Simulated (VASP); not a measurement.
Set up this calculation in VASP 6.6.1, as the native input.

* Task: relaxation of cell and atoms
* Functional: PBEsol
* Potentials or basis: VASP PAW PBE potentials, release 64 (Si, C)
* Cutoff: 600 eV
* k mesh: 18 × 18 × 18
* Occupations: gaussian, width 0.1 eV
* Spin: no spin polarisation
* Dipole correction: no
* Further INCAR settings: ALGO = Normal; EDIFF = 1e-06; IBRION = 2; EDIFFG = -0.005; NSW = 100; ISIF = 3

The structure of SiC lies in POSCAR:

```
SiC
1.0
    0.0000000000      2.0185143777      2.0185143777
    2.0185143777      0.0000000000      2.0185143777
    2.0185143777      2.0185143777      0.0000000000
Si C
1 1
Direct
    0.0000000000      0.0000000000      0.0000000000
    0.5000000000      0.5000000000      0.5000000000
```

The input as run:

INCAR

```
  ALGO = Normal
  EDIFF = 1E-6
  EDIFFG = -0.005
  ENCUT = 600
  GGA = PS
  IBRION = 2
  ISIF = 3
  ISMEAR = 0
  LASPH = True
  LCHARG = False
  LREAL = False
  LWAVE = False
  NELM = 80
  NSW = 100
  PREC = Accurate
  SIGMA = 0.1
```

KPOINTS

```
k-points
0
Gamma
  18 18 18
```

Potentials or basis: VASP PAW PBE potentials, release 64 (Si, C).

Command:

```bash
$ cat potpaw_PBE.64/Si/POTCAR potpaw_PBE.64/C/POTCAR > POTCAR
$ mpirun -np 1 vasp_std > vasp.out
```

It gave:

| Quantity | Value |
| --- | --- |
| Relaxed volume | 8.22 Å³/atom |
| Relaxed cell | a = 2.854 Å, b = 2.854 Å, c = 2.854 Å, α = 60.00°, β = 60.00°, γ = 60.00° |
| Space group after relaxing (to 0.05 Å) | Fm-3m (No. 225) |
| Energy gained by relaxing | 0.0 meV/atom |
| Ionic steps | 2 |
| Pressure after relaxing | 0.1 GPa |
| Band gap on the k mesh | zero (band 4 reaches 12.59 eV, above the bottom of band 5 at 11.64 eV) |

Caveat: the PAW data sets were made with another functional, which shifts forces and pressure a little.

It took 20 s on 1 thread of Intel(R) Xeon(R) 6975P-C (Granite Rapids) (shared host), peak memory 0.15 GiB.
